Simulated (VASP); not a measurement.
# YAs4 (Im-3m) in VASP: further runs

Runs on YAs4. Level: PBE. Tasks: single point, relaxation of cell and atoms.

All numbers are computed with VASP 6.6.1; they aren't measurements. Logs are shortened: lines on timing, memory, paths and dates and some standing lists are left out, and cuts for length are marked.

### Step 1. The cell of the first run

Symmetry: Im-3m, No. 229, cubic system. Conventional cell: a = 6.411 Å, b = 6.411 Å, c = 6.411 Å, α = 90.00°, β = 90.00°, γ = 90.00°. Y (site symmetry m-3m) has 8 As at 2.78 Å within 3.7 Å. Within 3.7 Å of As (site symmetry -3m) lie 2 Y at 2.78 Å and 6 As at 3.21 Å.

The cell was generated, and may not be a known phase.

### Step 2. Single point, PBE

The input, INCAR:

```
SYSTEM = YAs4
PREC = Accurate
ENCUT = 520
EDIFF = 1E-6
ISMEAR = 0
SIGMA = 0.1
LREAL = .False.
LASPH = .True.
NELM = 100
ALGO = Normal
ISIF = 2
LWAVE = .False.
LCHARG = .False.
GGA = PE
NBANDS = 24
```

The input, KPOINTS:

```
Automatic mesh
0
Gamma
  8 8 8
  0 0 0
```

The input, POSCAR:

```
YAs4
1.0
   -3.2052936702      3.2052936702      3.2052936702
    3.2052936702     -3.2052936702      3.2052936702
    3.2052936702      3.2052936702     -3.2052936702
Y As
1 4
Direct
    0.0000000000      0.0000000000      0.0000000000
    0.5000000000      0.5000000000      0.5000000000
    0.0000000000      0.0000000000      0.5000000000
    0.0000000000      0.5000000000      0.0000000000
    0.5000000000      0.0000000000      0.0000000000
```

Potentials or basis: VASP PAW PBE potentials, release 64 (Y_sv, As).

Started as:

```
> cat potpaw_PBE.64/Y_sv/POTCAR potpaw_PBE.64/As/POTCAR > POTCAR
> mpirun -np 1 vasp_std > vasp.out
```

OUTCAR:

```text
SYSTEM = YAs4
   PREC = Accurate
   ENCUT = 520
   EDIFF = 1E-6
   ISMEAR = 0
   LREAL = .False.
   LASPH = .True.
   NELM = 100
   ISIF = 2
   GGA = PE

 ion  position               nearest neighbor table
   1  0.000  0.000  0.000-   2 2.78   3 2.78   4 2.78   5 2.78   3 2.78   4 2.78   5 2.78   2 2.78

   2  0.500  0.500  0.500-   1 2.78   1 2.78
   3  0.000  0.000  0.500-   1 2.78   1 2.78
   4  0.000  0.500  0.000-   1 2.78   1 2.78
   5  0.500  0.000  0.000-   1 2.78   1 2.78

  LATTYP: Found a body centered cubic cell.
 ALAT       =     6.4105873404

  Lattice vectors:

 A1 = (  -3.2052936702,   3.2052936702,   3.2052936702)
 A2 = (   3.2052936702,  -3.2052936702,   3.2052936702)
 A3 = (   3.2052936702,   3.2052936702,  -3.2052936702)

Analysis of symmetry for initial positions (statically):
=====================================================================
 Subroutine PRICEL returns:
 Original cell was already a primitive cell.

 Routine SETGRP: Setting up the symmetry group for a
 body centered cubic supercell.

 Subroutine GETGRP returns: Found 48 space group operations
 (whereof 48 operations were pure point group operations)
 out of a pool of 48 trial point group operations.

The static configuration has the point symmetry O_h .

Analysis of symmetry for dynamics (positions and initial velocities):
=====================================================================
 Subroutine PRICEL returns:
 Original cell was already a primitive cell.

 Routine SETGRP: Setting up the symmetry group for a
 body centered cubic supercell.

 Subroutine GETGRP returns: Found 48 space group operations
 (whereof 48 operations were pure point group operations)
 out of a pool of 48 trial point group operations.

The dynamic configuration has the point symmetry O_h .

 Subroutine INISYM returns: Found 48 space group operations
 (whereof 48 operations are pure point group operations),
 and found     1 'primitive' translations

----------------------------------------------------------------------------------------

                                     Primitive cell

  volume of cell :     131.7236

  direct lattice vectors                    reciprocal lattice vectors
[... 79 lines left out ...]
   dimension x,y,z NGXF=    84 NGYF=   84 NGZF=   84
   ions per type =               1   4
   NGX,Y,Z   is equivalent  to a cutoff of  12.58, 12.58, 12.58 a.u.
   NGXF,Y,Z  is equivalent  to a cutoff of  25.15, 25.15, 25.15 a.u.
 SYSTEM =  YAs4
   PREC   = accura    normal or accurate (medium, high low for compatibility)
   ISTART =      0    job   : 0-new  1-cont  2-samecut
   ICHARG =      2    charge: 1-file 2-atom 10-const
   ISPIN  =      1    spin polarized calculation?
   LNONCOLLINEAR =      F non collinear calculations
   LSORBIT =      F    spin-orbit coupling
   LASPH  =      T    aspherical Exc in radial PAW
   ENCUT  =  520.0 eV  38.22 Ry    6.18 a.u.  10.32 10.32 10.32*2*pi/ulx,y,z
   NELM   =    100;   NELMIN=  2; NELMDL= -5     # of ELM steps
   EDIFF  = 0.1E-05   stopping-criterion for ELM
   LREAL  =      F    real-space projection
[... 7 lines left out ...]
   TEBEG  =    0.0;   TEEND  =   0.0 temperature during run
   PSTRESS=    0.0 pullay stress
   NELECT =      31.0000    total number of electrons
   NUPDOWN=      -1.0000    fix difference up-down
   EMIN   =  10.00;   EMAX   =-10.00  energy-range for DOS
   EFERMI =   0.00;   METHOD = LEGACY
   ISMEAR =     0;   SIGMA  =   0.10  broadening in eV -4-tet -1-fermi 0-gaus
   EFERMI_NEDOS =   21; number of points for ismear=-14 and -15
   IALGO  =     38    algorithm
   IMIX   =      4    mixing-type and parameters
     AMIX     =   0.40;   BMIX     =  1.00
     AMIX_MAG =   1.60;   BMIX_MAG =  1.00
  volume/ion in A,a.u.               =      26.34       177.78
  Fermi-wavevector in a.u.,A,eV,Ry     =   1.010743  1.910028 13.899742  1.021602
  Thomas-Fermi vector in A             =   2.143751
   LORBIT       =      0    0 simple, 1 ext, 2 COOP (PROOUT), +10 PAW based schemes
   GGA     = PE    functional components
   LHFCALC =     F    Hartree Fock is set to
   AEXX    =    0.0000 exact exchange contribution
   IVDW    =     0    specifies the selected vdW correction
   LEPSILON=     F    determine dielectric tensor
   LRPA    =     F    only Hartree local field effects (RPA)
 non-spin polarized calculation
 Gauss-broadening in eV      SIGMA  =   0.10
  energy-cutoff  :      520.00
  volume of cell :      131.72
 maximum number of plane-waves:      3568
 NGX is ok and might be reduce to    42
   NGX = 21   NGY = 21   NGZ = 21

 number of electron      31.0000003 magnetization

 Free energy of the ion-electron system (eV)
  ---------------------------------------------------
  ext. energy  EPLUGINS =         0.00000000
  ---------------------------------------------------
  free energy    TOTEN  =       -25.12869636 eV

  energy without entropy =      -25.11542719  energy(sigma->0) =      -25.12206177

 E-fermi :   3.1004     XC(G=0):  -9.2712

 val. band max:        3.0944045914   @ k =  -0.3750   0.3750   0.2500
 cond. band min:       3.1508512670   @ k =   0.1250   0.1250   0.0000
 fundamental gap:      0.0564466756
 Fermi energy:         3.1004376177

 k-point     1 :       0.0000    0.0000    0.0000
  band No.  band energies     occupation
      1     -38.6386      2.00000
      2     -18.8340      2.00000
      3     -18.8340      2.00000
      4     -18.8340      2.00000
      5      -9.0156      2.00000
      6      -6.4569      2.00000
[... 637 lines left out ...]
     23       8.6067      0.00000
     24       8.9252      0.00000

 [... further k-points ...]
[... 5 lines left out ...]
  --------------------------------------------------------------------------------------
  -------------------------------------------------------------------------------------
  Total       -0.0246217     -0.0246217     -0.0246217     -0.0000000      0.0000000     -0.0000000
  in kB       -0.2994779     -0.2994779     -0.2994779     -0.0000000      0.0000000     -0.0000000
  external PRESSURE =      -0.2994779 kB  Pullay stress =       0.0000000 kB

 VOLUME and BASIS-vectors are now :
 -----------------------------------------------------------------------------
  energy-cutoff  :      520.00
  volume of cell :      131.72
      direct lattice vectors                 reciprocal lattice vectors
    -3.205293670  3.205293670  3.205293670     0.000000000  0.155991947  0.155991947
     3.205293670 -3.205293670  3.205293670     0.155991947  0.000000000  0.155991947
     3.205293670  3.205293670 -3.205293670     0.155991947  0.155991947  0.000000000

 POSITION                                       TOTAL-FORCE (eV/Angst)
 -----------------------------------------------------------------------------------
      0.00000      0.00000      0.00000         0.000000      0.000000     -0.000000
      1.60265      1.60265      1.60265         0.000000      0.000000     -0.000000
      1.60265      1.60265     -1.60265        -0.000000     -0.000000     -0.000000
      1.60265     -1.60265      1.60265         0.000000      0.000000      0.000000
     -1.60265      1.60265      1.60265        -0.000000     -0.000000      0.000000
 -----------------------------------------------------------------------------------
    total drift:                               -0.000000     -0.000000      0.000000

  FREE ENERGIE OF THE ION-ELECTRON SYSTEM (eV)
  ---------------------------------------------------
  free  energy   TOTEN  =       -25.1286963550 eV

  energy  without entropy=      -25.1154271939  energy(sigma->0) =      -25.12206177
```

OSZICAR:

```text
N       E                     dE             d eps       ncg     rms          rms(c)
DAV:   1     0.130601401238E+03    0.13060E+03   -0.12883E+04  1392   0.110E+03
DAV:   2    -0.156996191177E+02   -0.14630E+03   -0.13664E+03  1824   0.210E+02
DAV:   3    -0.248667324376E+02   -0.91671E+01   -0.90217E+01  1864   0.451E+01
DAV:   4    -0.254368953193E+02   -0.57016E+00   -0.56943E+00  2200   0.877E+00
DAV:   5    -0.254424217395E+02   -0.55264E-02   -0.55263E-02  1840   0.105E+00    0.424E+01
DAV:   6    -0.252024317801E+02    0.23999E+00   -0.18395E-01  1528   0.224E+00    0.254E+01
DAV:   7    -0.251305682340E+02    0.71864E-01   -0.40493E-01  2112   0.301E+00    0.165E+00
DAV:   8    -0.251286810377E+02    0.18872E-02   -0.32872E-02  1696   0.104E+00    0.541E-01
DAV:   9    -0.251286326480E+02    0.48390E-04   -0.17592E-03  2184   0.199E-01    0.119E-01
DAV:  10    -0.251286729498E+02   -0.40302E-04   -0.25359E-04  1720   0.853E-02    0.215E-01
DAV:  11    -0.251286987577E+02   -0.25808E-04   -0.16841E-04  1680   0.787E-02    0.133E-01
DAV:  12    -0.251286971928E+02    0.15648E-05   -0.16702E-05  2104   0.216E-02    0.404E-02
DAV:  13    -0.251286963550E+02    0.83779E-06   -0.58531E-06  1784   0.139E-02
   1 F= -.25128696E+02 E0= -.25122062E+02  d E =-.132692E-01
```

stdout:

```text
POSCAR found type information on POSCAR Y As
 POSCAR found :  2 types and       5 ions
 scaLAPACK will be used
 LDA part: xc-table for (Slater+PW92), standard interpolation
 POSCAR, INCAR and KPOINTS ok, starting setup
 FFT: planning ... GRIDC
 FFT: planning ... GRID_SOFT
 FFT: planning ... GRID
 WAVECAR not read
 entering main loop
```

Wall time 43 s (1 thread of AMD EPYC 9R45 (Zen 5), shared host); peak memory 0.28 GiB.

What came out:

| Item | Value |
| --- | --- |
| Free energy | -25.1287 eV |
| Pressure | 0.0 GPa |
| Band gap on the k mesh | zero (an odd number of electrons rules out a gap without spin polarisation) |

### Step 3. Relaxation of cell and atoms, PBE

This run uses another cell than the first one, of 26.51 Å³/atom.

The input, INCAR:

```
SYSTEM = YAs4
PREC = Accurate
ENCUT = 600
EDIFF = 1E-7
ISMEAR = 0
SIGMA = 0.1
LREAL = .False.
LASPH = .True.
NELM = 100
ALGO = Normal
ISIF = 3
LWAVE = .False.
LCHARG = .False.
GGA = PE
IBRION = 2
NSW = 100
EDIFFG = -0.01
```

The input, KPOINTS:

```
regular mesh
0
Gamma
  8 8 8
  0 0 0
```

POSCAR, as its differences from that of step 2:

```diff
@@ -2,5 +2,5 @@
 1.0
-   -3.2052936702      3.2052936702      3.2052936702
-    3.2052936702     -3.2052936702      3.2052936702
-    3.2052936702      3.2052936702     -3.2052936702
+   -3.2120843640      3.2120843640      3.2120843640
+    3.2120843640     -3.2120843640      3.2120843640
+    3.2120843640      3.2120843640     -3.2120843640
 Y As
```

Potentials or basis: VASP PAW PBE potentials, release 64 (Y_sv, As).

Started as:

```
> cat potpaw_PBE.64/Y_sv/POTCAR potpaw_PBE.64/As/POTCAR > POTCAR
> mpirun -np 1 vasp_std > vasp.out
```

Wall time 2.3 min (1 thread of AMD EPYC 9R45 (Zen 5), shared host); peak memory 0.37 GiB.

The run converged. Its results:

| Property | Result |
| --- | --- |
| Free energy | -25.1245 eV |
| Relaxed volume | 26.34 Å³/atom |
| Relaxed cell | a = 5.551 Å, b = 5.551 Å, c = 5.551 Å, α = 109.47°, β = 109.47°, γ = 109.47° |
| Space group after relaxing (to 0.1 Å) | Im-3m (No. 229) |
| Energy gained by relaxing | 0.2 meV/atom |
| Ionic steps | 3 |
| Pressure after relaxing | 0.0 GPa |

The path:
```
step  energy change (eV)  largest force (eV/Å)  pressure (GPa)  volume (Å³)
   1              0.0000                0.0000           -0.37       132.56
   2             -0.0009                0.0000            0.13       131.39
   3             -0.0010                0.0000            0.00       131.68
```

Final structure:
```
CELL_PARAMETERS angstrom
-3.20494 3.20494 3.20494
3.20494 -3.20494 3.20494
3.20494 3.20494 -3.20494
ATOMIC_POSITIONS crystal
Y 0.00000 0.00000 0.00000
As 0.50000 0.50000 0.50000
As 0.00000 0.00000 0.50000
As 0.00000 0.50000 0.00000
As 0.50000 0.00000 0.00000
```

Levels at points of the mesh, in eV from the Fermi level:
```
           k point  band 13  band 14  band 15  band 16  band 17  band 18
(0.00, 0.00, 0.00)    -2.69    -2.69     1.17     1.17     1.87     1.87
(0.50, 0.00, 0.00)    -1.69    -1.26    -1.15    -0.10     0.08     0.22
(0.50, 0.50, 0.50)    -2.98    -2.98     1.57     1.57     1.57     3.08
```

Caveat: the highest band is partly filled, so the run has too few bands.

The gap in the log of VASP goes by the Fermi energy; the results here count the filled bands.